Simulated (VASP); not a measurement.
# SnO2 (I4_1/amd) in VASP: a series of runs, part 2 of 2

VASP 6.6.1.

**4. Single point, PBE**

Contents of INCAR:

```
PREC = Accurate
ENCUT = 600
EDIFF = 1E-6
ISMEAR = 0
SIGMA = 0.01
LREAL = False
LASPH = True
NELM = 120
ALGO = Normal
ISIF = 2
LWAVE = False
LCHARG = False
GGA = PE
NBANDS = 35
GGA_COMPAT = False
```

Contents of KPOINTS:

```
Automatic mesh
0
Gamma
  6 6 6
```

Contents of POSCAR:

```
SnO2
1.0
   -1.9996340854      1.9996340854      5.1012674953
    1.9996340854     -1.9996340854      5.1012674953
    1.9996340854      1.9996340854     -5.1012674953
Sn O
2 4
Direct
    0.7500000000      0.2500000000      0.5000000000
    0.0000000000      0.0000000000      0.0000000000
    0.5463402343      0.0463402343      0.5000000000
    0.7963402343      0.7963402343      0.0000000000
    0.2036597657      0.2036597657      0.0000000000
    0.9536597657      0.4536597657      0.5000000000
```

Potentials or basis: VASP PAW PBE potentials, release 64 (Sn_d, O).

The run is started by

```sh
$ cat potpaw_PBE.64/Sn_d/POTCAR potpaw_PBE.64/O/POTCAR > POTCAR
$ mpirun -np 1 vasp_std > vasp.out
```

OUTCAR:

```text
PREC = Accurate
   ENCUT = 600
   EDIFF = 1E-6
   ISMEAR = 0
   LREAL = False
   LASPH = True
   NELM = 120
   ISIF = 2
   GGA = PE

 ion  position               nearest neighbor table
   1  0.750  0.250  0.500-   4 2.05   5 2.05   4 2.05   5 2.05   3 2.08   6 2.08   2 3.24   2 3.24
                             2 3.24   2 3.24
   2  0.000  0.000  0.000-   3 2.05   6 2.05   3 2.05   6 2.05   5 2.08   4 2.08   1 3.24   1 3.24
                             1 3.24   1 3.24
   3  0.546  0.046  0.500-   2 2.05   2 2.05   1 2.08
   4  0.796  0.796  0.000-   1 2.05   1 2.05   2 2.08
   5  0.204  0.204  0.000-   1 2.05   1 2.05   2 2.08
   6  0.954  0.454  0.500-   2 2.05   2 2.05   1 2.08

  LATTYP: Found a body centered tetragonal cell.
 ALAT       =     3.9992681708
 C/A-ratio  =     2.5511004901

  Lattice vectors:

 A1 = (  -1.9996340854,   1.9996340854,   5.1012674953)
 A2 = (   1.9996340854,  -1.9996340854,   5.1012674953)
 A3 = (   1.9996340854,   1.9996340854,  -5.1012674953)

Analysis of symmetry for initial positions (statically):
=====================================================================
 Subroutine PRICEL returns:
 Original cell was already a primitive cell.

 Routine SETGRP: Setting up the symmetry group for a
 body centered tetragonal supercell.

 Subroutine GETGRP returns: Found 16 space group operations
 (whereof  8 operations were pure point group operations)
 out of a pool of 16 trial point group operations.

The static configuration has the point symmetry D_2d.
 The point group associated with its full space group is D_4h.

Analysis of symmetry for dynamics (positions and initial velocities):
=====================================================================
 Subroutine PRICEL returns:
 Original cell was already a primitive cell.

 Routine SETGRP: Setting up the symmetry group for a
 body centered tetragonal supercell.

 Subroutine GETGRP returns: Found 16 space group operations
 (whereof  8 operations were pure point group operations)
 out of a pool of 16 trial point group operations.

The dynamic configuration has the point symmetry D_2d.
 The point group associated with its full space group is D_4h.

 Subroutine INISYM returns: Found 16 space group operations
 (whereof  8 operations are pure point group operations),
 and found     1 'primitive' translations

----------------------------------------------------------------------------------------

                                     Primitive cell

  volume of cell :      81.5904

  direct lattice vectors                    reciprocal lattice vectors
    -1.999634085  1.999634085  5.101267495     0.000000000  0.250045748  0.098014856
     1.999634085 -1.999634085  5.101267495     0.250045748  0.000000000  0.098014856
     1.999634085  1.999634085 -5.101267495     0.250045748  0.250045748  0.000000000

  length of vectors
     5.832666887  5.832666887  5.832666887     0.268569894  0.268569894  0.353618088

  position of ions in fractional coordinates (direct lattice)
     0.750000000  0.250000000  0.500000000
     0.000000000  0.000000000  0.000000000
     0.546340234  0.046340234  0.500000000
     0.796340234  0.796340234  0.000000000
     0.203659766  0.203659766  0.000000000
     0.953659766  0.453659766  0.500000000

[... 29 lines left out ...]

 Subroutine IBZKPT returns following result:
 ===========================================

 Found     30 irreducible k-points:

 Following reciprocal coordinates:
            Coordinates               Weight
  0.000000  0.000000  0.000000      1.000000
  0.166667 -0.000000  0.000000      8.000000
  0.333333 -0.000000  0.000000      8.000000
  0.500000  0.000000  0.000000      4.000000
  0.166667  0.166667  0.000000      8.000000
  0.333333  0.166667  0.000000     16.000000
[... 16 lines left out ...]
 -0.333333 -0.333333  0.166667      8.000000
 -0.166667 -0.333333  0.166667      8.000000
 [... further k-points ...]
   k-points           NKPTS =     30   k-points in BZ     NKDIM =     30   number of bands    NBANDS=     35
   number of dos      NEDOS =    301   number of ions     NIONS =      6
   total plane-waves  NPLWV = 110592
   dimension x,y,z NGX =    48 NGY =   48 NGZ =   48
   dimension x,y,z NGXF=    96 NGYF=   96 NGZF=   96
   ions per type =               2   4
   NGX,Y,Z   is equivalent  to a cutoff of  13.68, 13.68, 13.68 a.u.
   NGXF,Y,Z  is equivalent  to a cutoff of  27.36, 27.36, 27.36 a.u.
 SYSTEM =  unknown system
   PREC   = accura    normal or accurate (medium, high low for compatibility)
   ISTART =      0    job   : 0-new  1-cont  2-samecut
   ICHARG =      2    charge: 1-file 2-atom 10-const
   ISPIN  =      1    spin polarized calculation?
   LNONCOLLINEAR =      F non collinear calculations
   LSORBIT =      F    spin-orbit coupling
   LASPH  =      T    aspherical Exc in radial PAW
   ENCUT  =  600.0 eV  44.10 Ry    6.64 a.u.  11.65 11.65 11.65*2*pi/ulx,y,z
   NELM   =    120;   NELMIN=  2; NELMDL= -5     # of ELM steps
   EDIFF  = 0.1E-05   stopping-criterion for ELM
   LREAL  =      F    real-space projection
   EDIFFG = 0.1E-04   stopping-criterion for IOM
   NSW    =      0    number of steps for IOM
   IBRION =     -1    ionic relax: 0-MD 1-quasi-New 2-CG
   NFREE  =      0    steps in history (QN), initial steepest desc. (CG)
   ISIF   =      2    stress and relaxation
   ISYM   =      2    0-nonsym 1-usesym 2-fastsym
   POTIM  = 0.5000    time-step for ionic-motion
   TEBEG  =    0.0;   TEEND  =   0.0 temperature during run
   PSTRESS=    0.0 pullay stress
   NELECT =      52.0000    total number of electrons
   NUPDOWN=      -1.0000    fix difference up-down
   EMIN   =  10.00;   EMAX   =-10.00  energy-range for DOS
   EFERMI =   0.00;   METHOD = LEGACY
   ISMEAR =     0;   SIGMA  =   0.01  broadening in eV -4-tet -1-fermi 0-gaus
   EFERMI_NEDOS =   21; number of points for ismear=-14 and -15
   IALGO  =     38    algorithm
   IMIX   =      4    mixing-type and parameters
     AMIX     =   0.40;   BMIX     =  1.00
     AMIX_MAG =   1.60;   BMIX_MAG =  1.00
  volume/ion in A,a.u.               =      13.60        91.77
  Fermi-wavevector in a.u.,A,eV,Ry     =   1.408844  2.662329 27.005406  1.984841
  Thomas-Fermi vector in A             =   2.530960
   LORBIT       =      0    0 simple, 1 ext, 2 COOP (PROOUT), +10 PAW based schemes
   GGA     = PE    functional components
   LHFCALC =     F    Hartree Fock is set to
   AEXX    =    0.0000 exact exchange contribution
   IVDW    =     0    specifies the selected vdW correction
   LEPSILON=     F    determine dielectric tensor
   LRPA    =     F    only Hartree local field effects (RPA)
 non-spin polarized calculation
 Gauss-broadening in eV      SIGMA  =   0.01
  energy-cutoff  :      600.00
  volume of cell :       81.59
 maximum number of plane-waves:      2738
 NGX is ok and might be reduce to    48
   NGX = 23   NGY = 23   NGZ = 23

 number of electron      52.0000004 magnetization

 Free energy of the ion-electron system (eV)
  ---------------------------------------------------
  ext. energy  EPLUGINS =         0.00000000
  ---------------------------------------------------
  free energy    TOTEN  =       -36.89478561 eV

  energy without entropy =      -36.89478561  energy(sigma->0) =      -36.89478561

 E-fermi :   4.1532     XC(G=0): -10.3141

 val. band max:        4.0888389760   @ k =   0.3333   0.3333   0.1667
 cond. band min:       5.7962181077   @ k =   0.0000   0.0000   0.0000
 fundamental gap:      1.7073791317
 Fermi energy:         4.1531969847

 k-point     1 :       0.0000    0.0000    0.0000
  band No.  band energies     occupation
      1     -16.3174      2.00000
      2     -16.2923      2.00000
      3     -16.1557      2.00000
      4     -15.5820      2.00000
      5     -15.4811      2.00000
      6     -15.4811      2.00000
[... 901 lines left out ...]
     34      16.1428      0.00000
     35      16.2253      0.00000

 [... further k-points ...]
[... 5 lines left out ...]
  --------------------------------------------------------------------------------------
  -------------------------------------------------------------------------------------
  Total        3.5735547      3.5735547      3.8587645      0.0000000      0.0000000      0.0000000
  in kB       70.1732941     70.1732941     75.7739117      0.0000000      0.0000000      0.0000000
  external PRESSURE =      72.0401667 kB  Pullay stress =       0.0000000 kB

 VOLUME and BASIS-vectors are now :
 -----------------------------------------------------------------------------
  energy-cutoff  :      600.00
  volume of cell :       81.59
      direct lattice vectors                 reciprocal lattice vectors
    -1.999634085  1.999634085  5.101267495     0.000000000  0.250045748  0.098014856
     1.999634085 -1.999634085  5.101267495     0.250045748  0.000000000  0.098014856
     1.999634085  1.999634085 -5.101267495     0.250045748  0.250045748  0.000000000

 POSITION                                       TOTAL-FORCE (eV/Angst)
 -----------------------------------------------------------------------------------
      0.00000      1.99963      2.55063        -0.000000     -0.000000     -0.000000
      0.00000      0.00000      0.00000        -0.000000     -0.000000     -0.000000
      0.00000      1.99963      0.47279        -0.000000      0.000000     -0.118474
      0.00000      0.00000      8.12469         0.000000     -0.000000     -0.118474
      0.00000      0.00000      2.07785         0.000000     -0.000000      0.118474
      0.00000      1.99963      4.62848        -0.000000      0.000000      0.118474
 -----------------------------------------------------------------------------------
    total drift:                                0.000000     -0.000000      0.000000

  FREE ENERGIE OF THE ION-ELECTRON SYSTEM (eV)
  ---------------------------------------------------
  free  energy   TOTEN  =       -36.8947856121 eV

  energy  without entropy=      -36.8947856121  energy(sigma->0) =      -36.89478561
```

OSZICAR:

```text
N       E                     dE             d eps       ncg     rms          rms(c)
DAV:   1     0.697057120639E+03    0.69706E+03   -0.27672E+04  2293   0.244E+03
DAV:   2     0.722565030788E+02   -0.62480E+03   -0.58753E+03  2276   0.651E+02
DAV:   3    -0.370580559737E+02   -0.10931E+03   -0.10728E+03  2251   0.222E+02
DAV:   4    -0.431677262623E+02   -0.61097E+01   -0.60591E+01  2645   0.570E+01
DAV:   5    -0.433258804407E+02   -0.15815E+00   -0.15792E+00  2591   0.967E+00    0.162E+01
DAV:   6    -0.367812342424E+02    0.65446E+01   -0.18745E+01  3358   0.667E+01    0.617E+00
DAV:   7    -0.369210515060E+02   -0.13982E+00   -0.23041E+00  2288   0.830E+00    0.328E+00
DAV:   8    -0.369028174107E+02    0.18234E-01   -0.21184E-01  3080   0.486E+00    0.796E-01
DAV:   9    -0.368935206943E+02    0.92967E-02   -0.53132E-02  3337   0.356E+00    0.147E-01
DAV:  10    -0.368945678569E+02   -0.10472E-02   -0.48455E-03  2765   0.653E-01    0.500E-02
DAV:  11    -0.368947818209E+02   -0.21396E-03   -0.44934E-04  2934   0.186E-01    0.167E-02
DAV:  12    -0.368947894936E+02   -0.76727E-05   -0.46596E-05  2645   0.436E-02    0.162E-02
DAV:  13    -0.368947856424E+02    0.38512E-05   -0.19942E-05  2954   0.727E-02    0.232E-03
DAV:  14    -0.368947856121E+02    0.30365E-07   -0.21147E-06  2014   0.141E-02
   1 F= -.36894786E+02 E0= -.36894786E+02  d E =-.214669E-21
```

stdout:

```text
POSCAR found type information on POSCAR SnO
 POSCAR found :  2 types and       6 ions
 scaLAPACK will be used
 LDA part: xc-table for (Slater+PW92), standard interpolation
 POSCAR, INCAR and KPOINTS ok, starting setup
 FFT: planning ... GRIDC
 FFT: planning ... GRID_SOFT
 FFT: planning ... GRID
 WAVECAR not read
 entering main loop
```

It took 2.5 min on 1 thread of Intel Xeon Platinum 8259CL at 2.50GHz (Skylake/Cascade Lake), shared host; peak memory 0.35 GiB.

What came out:

```
Free energy            : -36.8948 eV
Pressure               : 7.2 GPa
Largest force          : 0.118 eV/Å
Band gap on the k mesh : 1.71 eV, indirect (least direct gap 2.09 eV)
```

Forces in eV/Å, atoms in the order of the input:
```
Sn   0.000  0.000  0.000
Sn   0.000  0.000  0.000
O    0.000  0.000 -0.118
O    0.000  0.000 -0.118
O    0.000  0.000  0.118
O    0.000  0.000  0.118
```

Stress tensor (GPa, compression positive):
```
7.02 0.00 0.00
0.00 7.02 0.00
0.00 0.00 7.58
```

Levels at points of the mesh, in eV from the valence-band top:
```
           k point  band 24  band 25  band 26  band 27  band 28  band 29
(0.00, 0.00, 0.00)    -0.65    -0.38    -0.38     1.71     5.63     9.47
(0.50, 0.00, 0.00)    -0.75    -0.56    -0.37     5.04     6.30     8.01
(0.50, 0.50, 0.00)    -0.79    -0.04    -0.04     7.41     7.41     7.74
(0.50, 0.50, 0.50)    -1.00    -0.28    -0.28     4.32     4.32     7.78
```

Caveat: spin-orbit coupling is left out, which moves the levels of the heavy elements. A k mesh can miss the band edges.

**5. Overview**

```tsv
k mesh	gap on the mesh (eV)	pressure (GPa)	largest force (eV/Å)
2 × 2 × 2	1.74	7.0	0.15
5 × 5 × 5	1.70	7.2	0.12
6 × 6 × 6	1.71	7.2	0.12
```

Alike in all rows: task single point; level PBE; potentials or basis VASP PAW PBE potentials, release 64 (Sn_d, O); no spin polarisation; cell as given; cutoff (eV) 600; smearing gaussian 0.01 eV.

Caveats: some runs use coarse meshes; spin-orbit coupling is left out, which moves the levels of the heavy elements.

Total energies depend on the potentials used, so only differences within one code and one set of settings carry meaning.
